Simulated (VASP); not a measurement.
Runs of VASP 6.6.1 on Ba. Symmetry: Pm-3m, No. 221, cubic system. The conventional cell has a = 3.918 Å, b = 3.918 Å, c = 3.918 Å, α = 90.00°, β = 90.00°, γ = 90.00°. Ba (site symmetry m-3m) has 6 Ba at 3.92 Å within 5.1 Å. This isn't the form of Ba at room conditions, which is bcc.

| level | potentials or basis | grid for exact exchange (PRECFOCK) | share of exact exchange | screening parameter | gap on the mesh (eV) | pressure (GPa) |
| --- | --- | --- | --- | --- | --- | --- |
| HSE06 | VASP PAW PBE potentials, release 64 (Ba_sv) | Normal | 0.25 | 0.2079 1/Å | none | -0.1 |
| r2SCAN | VASP PAW PBE potentials, release 64 (Ba_sv) | - | - | - | none | -0.3 |
| PBEsol | VASP PAW PBE potentials, release 64 (Ba_sv) | - | - | - | none | (a) |
| LDA | VASP PAW LDA potentials, release 64 (Ba_sv) | - | - | - | none | -1.5 |

Alike in all rows: task single point; no spin polarisation; cell as given; k mesh 4 × 4 × 4; cutoff (eV) 520; smearing fermi-dirac 0.05 eV.

Estimate the missing entries.

(a) -0.9.

Caveats: all runs use coarse meshes; spin-orbit coupling is left out, which moves the levels of the heavy elements; the PAW data sets were made with another functional, which shifts forces and pressure a little (at least some runs).

A k mesh can miss the band edges, and the runs leave out spin-orbit coupling on Ba.

A gap of «none» marks levels without a gap at the run's occupations.
